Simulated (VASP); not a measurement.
# ZnS (R3m) in VASP: a series of runs

Runs on ZnS. Level: LDA. Tasks: single point.

All numbers are computed with VASP 6.6.1; they aren't measurements. Logs are shortened: lines on timing, memory, paths and dates and some standing lists are left out, and cuts for length are marked.

**1. The cell of the first run**

The structure is trigonal, space group R3m (No. 160). The conventional cell has a = 3.806 Å, b = 3.806 Å, c = 28.056 Å, α = 90.00°, β = 90.00°, γ = 120.00°. Zn (site symmetry 3m) has 4 S at 2.33 to 2.34 Å within 3.1 Å. Zn (site symmetry 3m) has 4 S at 2.33 Å within 3.1 Å. Within 3.1 Å of Zn (site symmetry 3m) lie 4 S at 2.33 to 2.34 Å. Within 3.1 Å of S (site symmetry 3m) lie 4 Zn at 2.33 to 2.34 Å. Within 3.1 Å of S (site symmetry 3m) lie 4 Zn at 2.33 to 2.34 Å. Within 3.1 Å of S (site symmetry 3m) lie 4 Zn at 2.33 Å.

**2. Single point, LDA**

Contents of INCAR:

```
SYSTEM = ZnS
PREC = Accurate
ENCUT = 520
EDIFF = 1E-7
ISMEAR = -1
SIGMA = 0.1
LREAL = .FALSE.
LASPH = .TRUE.
NELM = 80
ALGO = Normal
ISIF = 2
LWAVE = .FALSE.
LCHARG = .FALSE.
GGA = CA
NBANDS = 36
```

Contents of KPOINTS:

```
regular mesh
0
G
  2 2 2
  0 0 0
```

Contents of POSCAR:

```
ZnS
1.0
    1.9030710000      1.0987390000      9.3519480000
   -1.9030710000      1.0987390000      9.3519480000
    0.0000000000     -2.1974770000      9.3519480000
Zn S
3 3
Direct
    0.9999710000      0.9999710000      0.9999710000
    0.2222690000      0.2222690000      0.2222690000
    0.4446130000      0.4446130000      0.4446130000
    0.0832670000      0.0832670000      0.0832670000
    0.5278420000      0.5278420000      0.5278420000
    0.3053630000      0.3053630000      0.3053630000
```

Potentials or basis: VASP PAW LDA potentials, release 64 (Zn, S).

On the command line:

```bash
cat potpaw_LDA.64/Zn/POTCAR potpaw_LDA.64/S/POTCAR > POTCAR
mpirun -np 1 vasp_std > vasp.out
```

OUTCAR:

```text
SYSTEM = ZnS
   PREC = Accurate
   ENCUT = 520
   EDIFF = 1E-7
   ISMEAR = -1
   LREAL = .FALSE.
   LASPH = .TRUE.
   NELM = 80
   ISIF = 2
   GGA = CA

 ion  position               nearest neighbor table
   1  1.000  1.000  1.000-   6 2.33   6 2.33   6 2.33   4 2.34
   2  0.222  0.222  0.222-   6 2.33   5 2.33   5 2.33   5 2.33
   3  0.445  0.445  0.445-   4 2.33   4 2.33   4 2.33   5 2.34
   4  0.083  0.083  0.083-   3 2.33   3 2.33   3 2.33   1 2.34
   5  0.528  0.528  0.528-   2 2.33   2 2.33   2 2.33   3 2.34
   6  0.305  0.305  0.305-   2 2.33   1 2.33   1 2.33   1 2.33

  LATTYP: Found a trigonal (rhomboedric) cell.
 ALAT       =     9.6066559226
 COS(alpha) =     0.9215133891

  Lattice vectors:

 A1 = (   1.9030710000,   1.0987390000,   9.3519480000)
 A2 = (  -1.9030710000,   1.0987390000,   9.3519480000)
 A3 = (   0.0000000000,  -2.1974770000,   9.3519480000)

Analysis of symmetry for initial positions (statically):
=====================================================================
 Subroutine PRICEL returns:
 Original cell was already a primitive cell.

 Routine SETGRP: Setting up the symmetry group for a
 trigonal (rhombohedral) supercell.

 Subroutine GETGRP returns: Found  6 space group operations
 (whereof  6 operations were pure point group operations)
 out of a pool of 12 trial point group operations.

The static configuration has the point symmetry C_3v.

Analysis of symmetry for dynamics (positions and initial velocities):
=====================================================================
 Subroutine PRICEL returns:
 Original cell was already a primitive cell.

 Routine SETGRP: Setting up the symmetry group for a
 trigonal (rhombohedral) supercell.

 Subroutine GETGRP returns: Found  6 space group operations
 (whereof  6 operations were pure point group operations)
 out of a pool of 12 trial point group operations.

The dynamic configuration has the point symmetry C_3v.

 Subroutine INISYM returns: Found  6 space group operations
 (whereof  6 operations are pure point group operations),
 and found     1 'primitive' translations

----------------------------------------------------------------------------------------

                                     Primitive cell

  volume of cell :     117.3283

  direct lattice vectors                    reciprocal lattice vectors
     1.903071000  1.098739000  9.351948000     0.262733235  0.151689088  0.035643192
    -1.903071000  1.098739000  9.351948000    -0.262733235  0.151689088  0.035643192
     0.000000000 -2.197477000  9.351948000     0.000000000 -0.303378177  0.035643209

  length of vectors
     9.606655923  9.606655923  9.606655847     0.305464841  0.305464841  0.305464820

  position of ions in fractional coordinates (direct lattice)
     0.999971000  0.999971000  0.999971000
     0.222269000  0.222269000  0.222269000
     0.444613000  0.444613000  0.444613000
     0.083267000  0.083267000  0.083267000
     0.527842000  0.527842000  0.527842000
     0.305363000  0.305363000  0.305363000

  ion indices of the primitive-cell ions
   primitive index   ion index
                 1           1
                 2           2
                 3           3
                 4           4
                 5           5
                 6           6

----------------------------------------------------------------------------------------

 KPOINTS: regular mesh

Automatic generation of k-mesh.
 Grid dimensions read from file:
 generate k-points for:    2    2    2

 Generating k-lattice:

  Cartesian coordinates                     Fractional coordinates (reciprocal lattice)
     0.131366617  0.075844544  0.017821596     0.500000000  0.000000000 -0.000000000
    -0.131366617  0.075844544  0.017821596     0.000000000  0.500000000 -0.000000000
     0.000000000 -0.151689088  0.017821604    -0.000000000 -0.000000000  0.500000000

  Length of vectors
     0.152732421  0.152732421  0.152732410

  Shift w.r.t. Gamma in fractional coordinates (k-lattice)
     0.000000000  0.000000000  0.000000000

 Subroutine IBZKPT returns following result:
 ===========================================

 Found      4 irreducible k-points:

 Following reciprocal coordinates:
            Coordinates               Weight
  0.000000  0.000000  0.000000      1.000000
  0.500000  0.000000 -0.000000      3.000000
  0.500000  0.500000 -0.000000      3.000000
  0.500000  0.500000  0.500000      1.000000
   k-points           NKPTS =      4   k-points in BZ     NKDIM =      4   number of bands    NBANDS=     36
   number of dos      NEDOS =    301   number of ions     NIONS =      6
   total plane-waves  NPLWV = 373248
   dimension x,y,z NGX =    72 NGY =   72 NGZ =   72
   dimension x,y,z NGXF=   144 NGYF=  144 NGZF=  144
   ions per type =               3   3
   NGX,Y,Z   is equivalent  to a cutoff of  12.46, 12.46, 12.46 a.u.
   NGXF,Y,Z  is equivalent  to a cutoff of  24.92, 24.92, 24.92 a.u.
 SYSTEM =  ZnS
   PREC   = accura    normal or accurate (medium, high low for compatibility)
   ISTART =      0    job   : 0-new  1-cont  2-samecut
   ICHARG =      2    charge: 1-file 2-atom 10-const
   ISPIN  =      1    spin polarized calculation?
   LNONCOLLINEAR =      F non collinear calculations
   LSORBIT =      F    spin-orbit coupling
   LASPH  =      T    aspherical Exc in radial PAW
   ENCUT  =  520.0 eV  38.22 Ry    6.18 a.u.  17.86 17.86 17.86*2*pi/ulx,y,z
   NELM   =     80;   NELMIN=  2; NELMDL= -5     # of ELM steps
   EDIFF  = 0.1E-06   stopping-criterion for ELM
   LREAL  =      F    real-space projection
   EDIFFG = 0.1E-05   stopping-criterion for IOM
   NSW    =      0    number of steps for IOM
   IBRION =     -1    ionic relax: 0-MD 1-quasi-New 2-CG
   NFREE  =      0    steps in history (QN), initial steepest desc. (CG)
   ISIF   =      2    stress and relaxation
   ISYM   =      2    0-nonsym 1-usesym 2-fastsym
   POTIM  = 0.5000    time-step for ionic-motion
   TEBEG  =    0.0;   TEEND  =   0.0 temperature during run
   PSTRESS=    0.0 pullay stress
   NELECT =      54.0000    total number of electrons
   NUPDOWN=      -1.0000    fix difference up-down
   EMIN   =  10.00;   EMAX   =-10.00  energy-range for DOS
   EFERMI =   0.00;   METHOD = LEGACY
   ISMEAR =    -1;   SIGMA  =   0.10  broadening in eV -4-tet -1-fermi 0-gaus
   EFERMI_NEDOS =   21; number of points for ismear=-14 and -15
   IALGO  =     38    algorithm
   IMIX   =      4    mixing-type and parameters
     AMIX     =   0.40;   BMIX     =  1.00
     AMIX_MAG =   1.60;   BMIX_MAG =  1.00
  volume/ion in A,a.u.               =      19.55       131.96
  Fermi-wavevector in a.u.,A,eV,Ry     =   1.263975  2.388567 21.737116  1.597633
  Thomas-Fermi vector in A             =   2.397304
   LORBIT       =      0    0 simple, 1 ext, 2 COOP (PROOUT), +10 PAW based schemes
   GGA     = CA    functional components
   LHFCALC =     F    Hartree Fock is set to
   AEXX    =    0.0000 exact exchange contribution
   IVDW    =     0    specifies the selected vdW correction
   LEPSILON=     F    determine dielectric tensor
   LRPA    =     F    only Hartree local field effects (RPA)
 non-spin polarized calculation
  energy-cutoff  :      520.00
  volume of cell :      117.33
 maximum number of plane-waves:      3178
 NGX is ok and might be reduce to    72
   NGX = 35   NGY = 35   NGZ = 35

 number of electron      53.9999979 magnetization

 Free energy of the ion-electron system (eV)
  ---------------------------------------------------
  ext. energy  EPLUGINS =         0.00000000
  ---------------------------------------------------
  free energy    TOTEN  =       -22.57589614 eV

  energy without entropy =      -22.57582188  energy(sigma->0) =      -22.57585901

 E-fermi :   3.1856     XC(G=0): -10.0369

 val. band max:        2.1982632230   @ k =   0.0000   0.0000   0.0000
 cond. band min:       4.0728306321   @ k =   0.0000   0.0000   0.0000
 fundamental gap:      1.8745674091
 Fermi energy:         3.1855897680

 k-point     1 :       0.0000    0.0000    0.0000
  band No.  band energies     occupation
      1     -10.9980      2.00000
      2     -10.2972      2.00000
      3     -10.2844      2.00000
      4      -4.5473      2.00000
      5      -4.5234      2.00000
      6      -4.5234      2.00000
      7      -4.4605      2.00000
      8      -4.4605      2.00000
      9      -4.4501      2.00000
     10      -4.4501      2.00000
     11      -4.3911      2.00000
     12      -4.3853      2.00000
     13      -4.0997      2.00000
     14      -4.0997      2.00000
     15      -4.0666      2.00000
     16      -4.0666      2.00000
     17      -4.0438      2.00000
     18      -4.0438      2.00000
     19      -1.9334      2.00000
     20      -1.9187      2.00000
     21       1.4852      2.00000
     22       1.4852      2.00000
     23       1.4875      2.00000
     24       1.4875      2.00000
     25       2.1071      1.99996
     26       2.1983      1.99990
     27       2.1983      1.99990
     28       4.0728      0.00028
     29       5.1753      0.00000
     30       5.3266      0.00000
     31       8.2389      0.00000
     32       8.2389      0.00000
     33       8.4037      0.00000
     34       8.8508      0.00000
     35       8.8508      0.00000
     36       9.2869      0.00000

 k-point     2 :       0.5000    0.0000   -0.0000
  band No.  band energies     occupation
      1     -10.0128      2.00000
      2      -9.7596      2.00000
      3      -9.7481      2.00000
      4      -4.5341      2.00000
      5      -4.4876      2.00000
      6      -4.4249      2.00000
      7      -4.4020      2.00000
      8      -4.2760      2.00000
      9      -4.2692      2.00000
     10      -4.2619      2.00000
     11      -4.2315      2.00000
     12      -4.1067      2.00000
     13      -4.0420      2.00000
     14      -4.0209      2.00000
     15      -4.0117      2.00000
     16      -3.8908      2.00000
     17      -3.8718      2.00000
     18      -3.8336      2.00000
     19      -3.1158      2.00000
     20      -2.6556      2.00000
     21      -2.4826      2.00000
     22      -0.5127      2.00000
     23      -0.0662      2.00000
     24       0.1833      2.00000
     25       0.1993      2.00000
     26       0.8145      2.00000
     27       1.2814      2.00000
     28       5.1966      0.00000
     29       5.7639      0.00000
     30       5.9320      0.00000
     31       6.8124      0.00000
     32       7.2053      0.00000
     33       8.8524      0.00000
     34       8.9681      0.00000
     35      10.2648      0.00000
     36      10.9795      0.00000

 k-point     3 :       0.5000    0.5000   -0.0000
  band No.  band energies     occupation
      1      -9.9272      2.00000
      2      -9.9240      2.00000
      3      -9.6705      2.00000
      4      -4.5437      2.00000
      5      -4.4644      2.00000
      6      -4.4004      2.00000
      7      -4.3840      2.00000
      8      -4.3672      2.00000
      9      -4.2600      2.00000
     10      -4.2221      2.00000
     11      -4.2012      2.00000
     12      -4.1645      2.00000
     13      -4.0403      2.00000
     14      -4.0317      2.00000
     15      -3.9977      2.00000
     16      -3.8831      2.00000
     17      -3.8630      2.00000
     18      -3.8383      2.00000
     19      -3.0860      2.00000
     20      -2.7694      2.00000
     21      -2.3000      2.00000
     22      -0.9058      2.00000
     23      -0.1192      2.00000
     24       0.2083      2.00000
     25       0.8537      2.00000
     26       0.8764      2.00000
     27       0.8837      2.00000
     28       5.2084      0.00000
     29       5.4911      0.00000
     30       6.1722      0.00000
     31       6.8902      0.00000
     32       7.7136      0.00000
     33       8.3427      0.00000
     34       9.7842      0.00000
     35       9.7942      0.00000
     36      10.1321      0.00000

 k-point     4 :       0.5000    0.5000    0.5000
  band No.  band energies     occupation
      1     -10.7880      2.00000
      2     -10.7762      2.00000
      3     -10.0052      2.00000
      4      -4.5533      2.00000
      5      -4.5372      2.00000
      6      -4.5129      2.00000
      7      -4.5129      2.00000
      8      -4.4885      2.00000
      9      -4.4885      2.00000
     10      -4.4324      2.00000
     11      -4.4324      2.00000
     12      -4.0964      2.00000
     13      -4.0964      2.00000
     14      -4.0765      2.00000
     15      -4.0765      2.00000
     16      -4.0373      2.00000
     17      -4.0373      2.00000
     18      -3.8689      2.00000
     19      -3.3430      2.00000
     20       0.3325      2.00000
     21       0.3503      2.00000
     22       1.2767      2.00000
     23       1.2767      2.00000
     24       1.9353      1.99999
     25       1.9353      1.99999
     26       1.9522      1.99999
     27       1.9522      1.99999
     28       5.0210      0.00000
     29       5.1925      0.00000
     30       5.3392      0.00000
     31       8.1814      0.00000
     32       8.2559      0.00000
     33       8.4047      0.00000
     34       8.4047      0.00000
     35       8.6167      0.00000
     36       8.6167      0.00000

------------------------ aborting loop because EDIFF is reached ----------------------------------------

  FORCE on cell =-STRESS in cart. coord.  units (eV):
  Direction    XX          YY          ZZ          XY          YZ          ZX
  --------------------------------------------------------------------------------------
  -------------------------------------------------------------------------------------
  Total        1.2047919      1.2047921     -3.9594787      0.0000000     -0.0000001      0.0000000
  in kB       16.4520446     16.4520480    -54.0686916      0.0000000     -0.0000019      0.0000000
  external PRESSURE =      -7.0548663 kB  Pullay stress =       0.0000000 kB

 VOLUME and BASIS-vectors are now :
 -----------------------------------------------------------------------------
  energy-cutoff  :      520.00
  volume of cell :      117.33
      direct lattice vectors                 reciprocal lattice vectors
     1.903071000  1.098739000  9.351948000     0.262733235  0.151689088  0.035643192
    -1.903071000  1.098739000  9.351948000    -0.262733235  0.151689088  0.035643192
     0.000000000 -2.197477000  9.351948000     0.000000000 -0.303378177  0.035643209

 POSITION                                       TOTAL-FORCE (eV/Angst)
 -----------------------------------------------------------------------------------
      0.00000      0.00000     28.05503         0.000000      0.000000      0.245607
      0.00000      0.00000      6.23594         0.000000      0.000000      0.250959
      0.00000      0.00000     12.47399         0.000000      0.000000      0.231881
      0.00000      0.00000      2.33613         0.000000     -0.000000     -0.235954
      0.00000      0.00000     14.80905         0.000000     -0.000000     -0.240425
      0.00000      0.00000      8.56722         0.000000     -0.000000     -0.252068
 -----------------------------------------------------------------------------------
    total drift:                                0.000000      0.000002      0.000640

  FREE ENERGIE OF THE ION-ELECTRON SYSTEM (eV)
  ---------------------------------------------------
  free  energy   TOTEN  =       -22.5758961404 eV

  energy  without entropy=      -22.5758218754  energy(sigma->0) =      -22.57585901
```

Wall time 78 s (1 thread of Intel Xeon Platinum 8488C (Sapphire Rapids), shared host); peak memory 0.45 GiB.

Results:

| Property | Result |
| --- | --- |
| Free energy | -22.5759 eV |
| Pressure | -0.7 GPa |
| Largest force | 0.252 eV/Å |
| Band gap on the k mesh | 1.87 eV |

Forces in eV/Å, atoms in the order of the input:
```
Zn   0.000  0.000  0.246
Zn   0.000  0.000  0.251
Zn   0.000  0.000  0.232
S    0.000  0.000 -0.236
S    0.000  0.000 -0.240
S    0.000  0.000 -0.252
```

Levels at points of the mesh, in eV from the valence-band top:
```
           k point  band 23  band 24  band 25  band 26  band 27  band 28  band 29  band 30  band 31  band 32
(0.00, 0.00, 0.00)    -0.71    -0.71    -0.09     0.00     0.00     1.87     2.98     3.13     6.04     6.04
(0.50, 0.00, 0.00)    -2.26    -2.02    -2.00    -1.38    -0.92     3.00     3.57     3.73     4.61     5.01
(0.50, 0.50, 0.00)    -2.32    -1.99    -1.34    -1.32    -1.31     3.01     3.29     3.97     4.69     5.52
(0.50, 0.50, 0.50)    -0.92    -0.26    -0.26    -0.25    -0.25     2.82     2.99     3.14     5.98     6.06
```

Caveat: the k points lie up to 0.96 Å⁻¹ apart, too coarse for converged energies, forces and pressures.

**3. Single point, LDA**

Contents of INCAR:

```
SYSTEM = ZnS
PREC     = Accurate       ! precision mode
ENCUT    = 520            ! plane-wave cutoff, eV
EDIFF    = 1E-7           ! SCF threshold, eV
ISMEAR   = -1             ! smearing method
SIGMA    = 0.1            ! smearing width, eV
LREAL    = .FALSE.        ! projectors in reciprocal space
LASPH    = .TRUE.         ! aspherical terms in the spheres
NELM     = 100            ! most SCF steps
ALGO     = Normal         ! electronic algorithm
ISIF     = 2              ! what is computed and relaxed
LWAVE    = .FALSE.        ! write WAVECAR
LCHARG   = .FALSE.        ! write CHGCAR
NBANDS   = 36             ! bands
```

Contents of KPOINTS:

```
Automatic mesh
0
G
  4 4 4
  0 0 0
```

POSCAR is that of step 2.

Potentials or basis: VASP PAW LDA potentials, release 64 (Zn, S).

On the command line:

```bash
cat potpaw_LDA.64/Zn/POTCAR potpaw_LDA.64/S/POTCAR > POTCAR
mpirun -np 1 vasp_std > vasp.out
```

Run time: 3.4 min. Hardware: 1 thread of Intel Xeon Platinum 8488C (Sapphire Rapids), shared host; peak memory 0.47 GiB.

The run converged. Its results:

* Free energy: -24.4653 eV
* Pressure: -3.5 GPa
* Largest force: 0.014 eV/Å
* Band gap on the k mesh: 1.96 eV

Forces in eV/Å, atoms in the order of the input:
```
Zn   0.000  0.000  0.008
Zn   0.000  0.000  0.014
Zn   0.000  0.000 -0.001
S    0.000  0.000 -0.006
S    0.000  0.000 -0.011
S    0.000  0.000 -0.005
```

Stress tensor (GPa, compression positive):
```
-3.39  0.00  0.00
 0.00 -3.39  0.00
 0.00  0.00 -3.80
```

Levels at points of the mesh, in eV from the valence-band top:
```tsv
k point	band 24	band 25	band 26	band 27	band 28	band 29	band 30	band 31
(0.00, 0.00, 0.00)	-0.70	-0.06	0.00	0.00	1.96	3.12	3.27	6.17
(0.50, 0.00, 0.00)	-1.98	-1.97	-1.34	-0.90	3.12	3.69	3.86	4.71
(0.50, 0.50, 0.00)	-1.93	-1.30	-1.30	-1.29	3.12	3.43	4.09	4.78
(0.50, 0.50, 0.50)	-0.26	-0.26	-0.24	-0.24	2.97	3.10	3.24	6.09
```

Caveat: the k points lie up to 0.48 Å⁻¹ apart.

(Continued in part 2 of 2.)
